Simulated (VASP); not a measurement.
Here is a VASP 6.6.1 calculation.

INCAR

```
PREC = Accurate
ENCUT = 520
EDIFF = 1E-7
ISMEAR = -1
SIGMA = 0.1
LREAL = False
LASPH = True
NELM = 60
ALGO = Normal
ISIF = 2
LWAVE = False
LCHARG = True
GGA = B5
ALDAX = 1.0
AGGAX = 1.0
AGGAC = 1.0
ALDAC = 0.0
LELF = True
LVHAR = True
NBANDS = 12
```

File KPOINTS:

```
regular mesh
0
Gamma
  12 12 6
```

Contents of POSCAR:

```
Sb
1.0
    3.6020622507      0.0000000000      0.0000000000
   -1.8010311254      3.1194774151      0.0000000000
    0.0000000000      0.0000000000      6.0349087880
Sb
2
Direct
    0.3333333333      0.6666666667      0.2500000000
    0.6666666667      0.3333333333      0.7500000000
```

Potentials or basis: VASP PAW PBE potentials, release 64 (Sb).

Launch:

```sh
$ cat potpaw_PBE.64/Sb/POTCAR > POTCAR
$ mpirun -np 1 vasp_std > vasp.out
```

**Question.** Predict the pressure.

**Answer.** -3.9 GPa.

**Question.** Estimate the band gap on the k mesh.

**Answer.** Zero (band 5 reaches 9.45 eV, above the bottom of band 6 at 3.92 eV).

Stress tensor (GPa, compression positive):
```
-4.06  0.00  0.00
 0.00 -4.06  0.00
 0.00  0.00 -3.54
```

Caveat: the PAW data sets were made with another functional, which shifts forces and pressure a little; spin-orbit coupling is left out, which moves the levels of the heavy elements.
